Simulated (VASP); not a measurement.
A run of VASP 6.6.1 is set up as follows.

INCAR

```
SYSTEM = ZrB
ALGO = Normal
EDIFF = 1E-6
ENCUT = 520
GGA = CA
ISIF = 2
ISMEAR = 0
LASPH = .True.
LCHARG = .True.
LELF = .True.
LREAL = .False.
LVHAR = .True.
LWAVE = .False.
NBANDS = 14
NELM = 60
PREC = Accurate
SIGMA = 0.15
```

KPOINTS

```
k-points
0
Gamma
  18 18 18
  0 0 0
```

POSCAR

```
ZrB
1.0
    0.0000000000      2.3827466348      2.3827466348
    2.3827466348      0.0000000000      2.3827466348
    2.3827466348      2.3827466348      0.0000000000
Zr B
1 1
Direct
    0.0000000000      0.0000000000      0.0000000000
    0.5000000000      0.5000000000      0.5000000000
```

Potentials or basis: VASP PAW LDA potentials, release 64 (Zr_sv, B).

Command:

```bash
$ cat potpaw_LDA.64/Zr_sv/POTCAR potpaw_LDA.64/B/POTCAR > POTCAR
$ mpirun -np 1 vasp_std > vasp.out
```

(1) What does it give for the band gap on the k mesh?

(2) Estimate the pressure.

Answers

(1) zero (an odd number of electrons rules out a gap without spin polarisation).

(2) 8.2 GPa.

Caveat: the cell stands under pressure.
